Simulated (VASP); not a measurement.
# CuO (P-1) in VASP: further runs

Runs on CuO. Level: PBEsol. Tasks: single point.

Program: VASP 6.6.1. These are calculated values, not measurements. Logs are shortened: lines on timing, memory, paths and dates and some standing lists are left out, and cuts for length are marked.

### 1 The cell of the first run

The typed cell holds 4 atoms: a = 2.880 Å, b = 2.880 Å, c = 5.176 Å, α = 89.81°, β = 89.81°, γ = 89.22°.

### 2 Single point, PBEsol

INCAR

```
SYSTEM = CuO
PREC = Accurate
ENCUT = 820
EDIFF = 1E-6
ISMEAR = 0
SIGMA = 0.1
LREAL = .False.
LASPH = .True.
NELM = 120
ALGO = Normal
ISIF = 2
LWAVE = .False.
LCHARG = .False.
GGA = PS
NBANDS = 33
GGA_COMPAT = .False.
```

KPOINTS

```
Automatic mesh
0
Gamma
  12 12 8
  0.5 0.5 0.5
```

POSCAR

```
CuO
1.0
    2.8795009639      0.0000000000      0.0000000000
    0.0390727580      2.8792794796      0.0000000000
    0.0174953863      0.0172449008      5.1763391994
Cu O
2 2
Direct
    0.5000000000      0.0000000000      0.5000000000
    0.0000000000      0.5000000000      0.0000000000
    0.0015760300      0.9983282200      0.2501129000
    0.9984239700      0.0016717800      0.7498871000
```

Potentials or basis: VASP PAW PBE potentials, release 64 (Cu_sv_GW, O).

Launch:

```
> cat potpaw_PBE.64/Cu_sv_GW/POTCAR potpaw_PBE.64/O/POTCAR > POTCAR
> mpirun -np 1 vasp_std > vasp.out
```

OUTCAR:

```text
SYSTEM = CuO
   PREC = Accurate
   ENCUT = 820
   EDIFF = 1E-6
   ISMEAR = 0
   LREAL = .False.
   LASPH = .True.
   NELM = 120
   ISIF = 2
   GGA = PS

 ion  position               nearest neighbor table
   1  0.500  0.000  0.500-   3 1.94   4 1.94   3 1.94   4 1.94
   2  0.000  0.500  0.000-   3 1.94   4 1.94   4 1.94   3 1.94
   3  0.002  0.998  0.250-   1 1.94   1 1.94   2 1.94   2 1.94
   4  0.998  0.002  0.750-   1 1.94   1 1.94   2 1.94   2 1.94

  LATTYP: Found a base centered monoclinic cell.
 ALAT       =    11.1169163425
 B/A-ratio  =     0.3638182808
 C/A-ratio  =     0.4656324948
 COS(beta)  =    -0.9295148209

  Lattice vectors:

 A1 = (   2.8620055776,  -0.0172449008,  -5.1763391994)
 A2 = (   0.0215773717,   2.8620345788,  -5.1763391994)
 A3 = (   0.0174953863,   0.0172449008,   5.1763391994)

Analysis of symmetry for initial positions (statically):
=====================================================================
 Subroutine PRICEL returns:
 Original cell was already a primitive cell.

 Routine SETGRP: Setting up the symmetry group for a
 base centered monoclinic supercell.

 Subroutine GETGRP returns: Found  2 space group operations
 (whereof  2 operations were pure point group operations)
 out of a pool of  4 trial point group operations.

The static configuration has the point symmetry S_2 .

Analysis of symmetry for dynamics (positions and initial velocities):
=====================================================================
 Subroutine PRICEL returns:
 Original cell was already a primitive cell.

 Routine SETGRP: Setting up the symmetry group for a
 base centered monoclinic supercell.

 Subroutine GETGRP returns: Found  2 space group operations
 (whereof  2 operations were pure point group operations)
 out of a pool of  4 trial point group operations.

The dynamic configuration has the point symmetry S_2 .

 Subroutine INISYM returns: Found  2 space group operations
 (whereof  2 operations are pure point group operations),
 and found     1 'primitive' translations

----------------------------------------------------------------------------------------

                                     Primitive cell

  volume of cell :      42.9164

  direct lattice vectors                    reciprocal lattice vectors
     2.879500964  0.000000000  0.000000000     0.347282398 -0.004712735 -0.001158071
     0.039072758  2.879279480  0.000000000     0.000000000  0.347309112 -0.001157055
     0.017495386  0.017244901  5.176339199     0.000000000  0.000000000  0.193186722

  length of vectors
[... 88 lines left out ...]
   EDIFFG = 0.1E-04   stopping-criterion for IOM
   NSW    =      0    number of steps for IOM
   IBRION =     -1    ionic relax: 0-MD 1-quasi-New 2-CG
   NFREE  =      0    steps in history (QN), initial steepest desc. (CG)
   ISIF   =      2    stress and relaxation
   ISYM   =      2    0-nonsym 1-usesym 2-fastsym
   POTIM  = 0.5000    time-step for ionic-motion
   TEBEG  =    0.0;   TEEND  =   0.0 temperature during run
   PSTRESS=    0.0 pullay stress
   NELECT =      50.0000    total number of electrons
   NUPDOWN=      -1.0000    fix difference up-down
   EMIN   =  10.00;   EMAX   =-10.00  energy-range for DOS
   EFERMI =   0.00;   METHOD = LEGACY
   ISMEAR =     0;   SIGMA  =   0.10  broadening in eV -4-tet -1-fermi 0-gaus
   EFERMI_NEDOS =   21; number of points for ismear=-14 and -15
   IALGO  =     38    algorithm
   IMIX   =      4    mixing-type and parameters
     AMIX     =   0.40;   BMIX     =  1.00
     AMIX_MAG =   1.60;   BMIX_MAG =  1.00
  volume/ion in A,a.u.               =      10.73        72.40
  Fermi-wavevector in a.u.,A,eV,Ry     =   1.722623  3.255285 40.374336  2.967430
  Thomas-Fermi vector in A             =   2.798653
   LORBIT       =      0    0 simple, 1 ext, 2 COOP (PROOUT), +10 PAW based schemes
   GGA     = PS    functional components
   LHFCALC =     F    Hartree Fock is set to
   AEXX    =    0.0000 exact exchange contribution
   IVDW    =     0    specifies the selected vdW correction
   LEPSILON=     F    determine dielectric tensor
   LRPA    =     F    only Hartree local field effects (RPA)
 non-spin polarized calculation
 Gauss-broadening in eV      SIGMA  =   0.10
  energy-cutoff  :      820.00
  volume of cell :       42.92
 maximum number of plane-waves:      2308
   NGX = 13   NGY = 13   NGZ = 25

 number of electron      50.0000025 magnetization

 Free energy of the ion-electron system (eV)
  ---------------------------------------------------
  ext. energy  EPLUGINS =         0.00000000
  ---------------------------------------------------
  free energy    TOTEN  =       -21.67238806 eV

  energy without entropy =      -21.66283152  energy(sigma->0) =      -21.66760979

 E-fermi :   5.1404     XC(G=0): -12.1329

 val. band max:        5.1354975509   @ k =   0.2083   0.1250  -0.0625
 cond. band min:       5.1440190254   @ k =  -0.2917   0.2083  -0.3125
 fundamental gap:      0.0085214744
 Fermi energy:         5.1404482108

 k-point     1 :       0.0417    0.0417    0.0625
  band No.  band energies     occupation
      1    -107.3575      2.00000
      2    -107.3532      2.00000
      3     -64.9992      2.00000
      4     -64.9943      2.00000
      5     -64.9634      2.00000
      6     -64.9559      2.00000
[... 853 lines left out ...]
     32      18.3108      0.00000
     33      20.3167      0.00000

 [... further k-points ...]

------------------------ aborting loop because EDIFF is reached ----------------------------------------

  FORCE on cell =-STRESS in cart. coord.  units (eV):
  Direction    XX          YY          ZZ          XY          YZ          ZX
  --------------------------------------------------------------------------------------
  -------------------------------------------------------------------------------------
  Total       -0.2942469     -0.3000875     -1.3149220     -0.0240035     -0.0005834     -0.0038547
  in kB      -10.9849653    -11.2030112    -49.0892934     -0.8961098     -0.0217807     -0.1439067
  external PRESSURE =     -23.7590900 kB  Pullay stress =       0.0000000 kB

 VOLUME and BASIS-vectors are now :
 -----------------------------------------------------------------------------
  energy-cutoff  :      820.00
  volume of cell :       42.92
      direct lattice vectors                 reciprocal lattice vectors
     2.879500964  0.000000000  0.000000000     0.347282398 -0.004712735 -0.001158071
     0.039072758  2.879279480  0.000000000     0.000000000  0.347309112 -0.001157055
     0.017495386  0.017244901  5.176339199     0.000000000  0.000000000  0.193186722

 POSITION                                       TOTAL-FORCE (eV/Angst)
 -----------------------------------------------------------------------------------
      1.44850      0.00862      2.58817        -0.000000      0.000000      0.000000
      0.01954      1.43964      0.00000         0.000000      0.000000      0.000000
      0.04792      2.87878      1.29467        -0.006016      0.007570     -0.008795
      2.88815      0.01775      3.88167         0.006016     -0.007570      0.008795
 -----------------------------------------------------------------------------------
    total drift:                                0.000000      0.000000      0.000000

  FREE ENERGIE OF THE ION-ELECTRON SYSTEM (eV)
  ---------------------------------------------------
  free  energy   TOTEN  =       -21.6723880591 eV

  energy  without entropy=      -21.6628315155  energy(sigma->0) =      -21.66760979
```

stdout:

```text
POSCAR found type information on POSCAR CuO
 POSCAR found :  2 types and       4 ions
 scaLAPACK will be used
 -----------------------------------------------------------------------------
|                                                                             |
|                                                                             |
|     You enforced a specific xc type in the INCAR file but a different       |
|     I HOPE YOU KNOW WHAT YOU ARE DOING!                                     |
|                                                                             |
 -----------------------------------------------------------------------------

 LDA part: xc-table for (Slater+PW92), standard interpolation
 POSCAR, INCAR and KPOINTS ok, starting setup
 FFT: planning ... GRIDC
 FFT: planning ... GRID_SOFT
 FFT: planning ... GRID
 WAVECAR not read
 entering main loop
```

Wall time 23 min (1 thread of Intel Xeon Platinum 8559C (Emerald Rapids), shared host); peak memory 1.4 GiB.

What came out:

```yaml
Free_energy: -21.6724 eV
Pressure: -2.4 GPa
Largest_force: 0.013 eV/Å
Band_gap_on_the_k_mesh: zero (bands 25 and 26 overlap by 0.98 eV)
```

Forces on the atoms (eV/Å):
```
Cu   0.000  0.000  0.000
Cu   0.000  0.000  0.000
O   -0.006  0.008 -0.009
O    0.006 -0.008  0.009
```

Stress tensor (GPa, compression positive):
```
-1.10 -0.09 -0.01
-0.09 -1.12  0.00
-0.01  0.00 -4.91
```

Levels at points of the mesh, in eV from the Fermi level:
```
           k point  band 22  band 23  band 24  band 25  band 26  band 27  band 28  band 29
(0.04, 0.04, 0.06)    -2.37    -2.31    -2.03     0.61     0.62     1.58     5.97     7.36
```

Caveat: the PAW data sets were made with another functional, which shifts forces and pressure a little; semilocal functionals often make such compounds metallic where correlation or magnetic order opens a gap, which also shifts bond lengths. With open d or f shells a metallic result of PBEsol can be an artefact of self-interaction; +U or a hybrid may open a gap.

(Continued in part 2 of 3.)

The gap in the log of VASP goes by the Fermi energy; the results here count the filled bands.